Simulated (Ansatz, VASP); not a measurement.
**One calculation of V, two programs**

Contents of INCAR:

```
PREC     = Accurate       # precision mode
ENCUT    = 600            # plane-wave cutoff, eV
EDIFF    = 1E-6           # SCF threshold, eV
ISMEAR   = -1             # smearing method
SIGMA    = 0.1            # smearing width, eV
LREAL    = False          # projectors in reciprocal space
LASPH    = True           # aspherical terms in the spheres
NELM     = 80             # most SCF steps
ALGO     = Normal         # electronic algorithm
ISIF     = 3              # what is computed and relaxed
LWAVE    = False          # write WAVECAR
LCHARG   = False          # write CHGCAR
GGA      = B5             # functional
ALDAX    = 1.0          
AGGAX    = 1.0          
AGGAC    = 1.0          
ALDAC    = 0.0          
IBRION   = 2              # ionic algorithm
NSW      = 80             # ionic steps
EDIFFG   = -0.01          # ionic threshold
```

File KPOINTS:

```
Automatic mesh
0
Gamma
  10 10 10
```

File POSCAR:

```
V
1.0
    0.0000000000      2.6526688921      2.6526688921
    2.6526688921      0.0000000000      2.6526688921
    2.6526688921      2.6526688921      0.0000000000
V
2
Direct
    0.1250000000      0.1250000000      0.1250000000
    0.8750000000      0.8750000000      0.8750000000
```

Input for Ansatz:

```yaml
crystal:
  lattice:
    - [0.0, 2.6526688921, 2.6526688921]
    - [2.6526688921, 0.0, 2.6526688921]
    - [2.6526688921, 2.6526688921, 0.0]
  atoms:
    - { symbol: V, position: [0.125, 0.125, 0.125] }
    - { symbol: V, position: [0.875, 0.875, 0.875] }
hamiltonian:
  xc: blyp
  pseudopotentials:
    kind: paw
    azcp:
      V: "pseudopotentials/V.paw.azcp"
basis:
  ecutwfc: 420
  fft_grid_basis: typed
kpoints:
  mp_grid: { grid: [10, 10, 10], shift: [0, 0, 0] }
magnetization:
  spin_polarized: false
scf:
  occupations: { method: fermi_dirac, width: 0.1 }
relax:
  max_steps: 60
  f_tol: 0.01
  cell: {}
output:
  write_density: true
  write_potential: true
  elf: true
  volumetric_format: npy
```

Alike in both runs: task relaxation of cell and atoms; functional BLYP; k mesh 10 × 10 × 10; occupations fermi-dirac, width 0.1 eV; no spin polarisation.

|  | VASP | Ansatz |
| --- | --- | --- |
| version | VASP 6.6.1 | Ansatz 0.2.0 |
| potentials or method | VASP PAW PBE potentials, release 64 (V_sv), cutoff 600 eV | plane waves (420 eV) with PAW, scalar-relativistic |
| valence electrons in the cell | 26 | 26 |

VASP gave:

| Property | Result |
| --- | --- |
| relaxed volume (Å³/atom) | 19.90 |
| relaxed length of the cell vector where the two differ most in proportion (Å) | 3.832 |

Problem. Estimate Ansatz's values.

Solution. Relaxed volume (Å³/atom): 19.80; relaxed length of the cell vector where the two differ most in proportion (Å): 3.826.

VASP's potentials were made for PBE, not for BLYP.
